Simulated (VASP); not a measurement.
A run of VASP 6.6.1 is set up as follows.

The input INCAR:

```
ALGO     = Normal         # electronic algorithm
EDIFF    = 1E-6           # SCF threshold, eV
ENCUT    = 520            # plane-wave cutoff, eV
GGA      = PE             # functional
ISIF     = 2              # what is computed and relaxed
ISMEAR   = 0              # smearing method
IVDW     = 12             # dispersion correction
LASPH    = T              # aspherical terms in the spheres
LCHARG   = T              # write CHGCAR
LELF     = T              # ELF
LREAL    = F              # projectors in reciprocal space
LVHAR    = T            
LWAVE    = F              # write WAVECAR
NBANDS   = 35             # bands
NELM     = 100            # most SCF steps
PREC     = Accurate       # precision mode
SIGMA    = 0.05           # smearing width, eV
```

KPOINTS

```
k-points
0
Gamma
  12 12 2
```

POSCAR

```
WSe2
1.0
    3.1150761813      0.0000000000      0.0000000000
   -1.5575380906      2.8397211660      0.0000000000
    0.0000000000      0.0000000000     12.7886113051
W Se
2 4
Direct
    0.3333333333      0.6666666667      0.2500000000
    0.6666666667      0.3333333333      0.7500000000
    0.3333333333      0.6666666667      0.6182912222
    0.6666666667      0.3333333333      0.1182912222
    0.3333333333      0.6666666667      0.8817087778
    0.6666666667      0.3333333333      0.3817087778
```

Potentials or basis: VASP PAW PBE potentials, release 64 (W_sv, Se).

The run is started by

```bash
$ cat potpaw_PBE.64/W_sv/POTCAR potpaw_PBE.64/Se/POTCAR > POTCAR
$ mpirun -np 1 vasp_std > vasp.out
```

(1) What does it give for the band gap on the k mesh?

(2) Predict the pressure.

(3) Estimate the dispersion energy per atom.

(4) What does it give for the largest force?

Answers

(1) 0.94 eV (least direct gap 1.81 eV).

(2) 8.4 GPa.

(3) -0.501 eV.

(4) 0.679 eV/Å.

Caveat: the cell differs from its parent crystal (strain -0.0500 x Voigt [1, 0, 0, 0, 0, 0]); the stress differs along the axes, from 4 to 15 GPa; spin-orbit coupling is left out, which moves the levels of the heavy elements.
